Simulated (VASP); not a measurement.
C, 2 atoms in the cell. The structure is orthorhombic, space group Fmmm (No. 69). The conventional cell has a = 2.437 Å, b = 4.369 Å, c = 7.163 Å, α = 90.00°, β = 90.00°, γ = 90.00°. C (site symmetry m2m) has 3 C at 1.33 to 1.49 Å within 1.8 Å.  This cell differs from its parent crystal: functional r2SCAN, strained.

* Program: VASP 6.6.1
* Task: single point
* Functional: r2SCAN
* Potentials or basis: VASP PAW PBE potentials, release 64 (C)
* Cutoff: 520 eV
* k mesh: 14 × 14 × 14
* Occupations: gaussian, width 0.02 eV
* Spin: no spin polarisation
* Dipole correction: no
* Further INCAR settings: ALGO = Normal; EDIFF = 1e-07; NBANDS = 11

Potentials or basis: VASP PAW PBE potentials, release 64 (C).

Command:

```console
$ cat potpaw_PBE.64/C/POTCAR > POTCAR
$ cp INCAR.step1 INCAR
$ mpirun -np 1 vasp_std > vasp.out
$ cp INCAR.step2 INCAR
$ mpirun -np 1 vasp_std > vasp.out
```

Hardware: 1 thread of Intel(R) Xeon(R) 6975P-C (Granite Rapids), with other jobs on the host.

**Question.** Estimate the wall time of this run.

**Answer.** Wall time 2.5 min on 1 thread of Intel(R) Xeon(R) 6975P-C (Granite Rapids) (shared host), peak memory 0.2 GiB. Counts: k points 428.
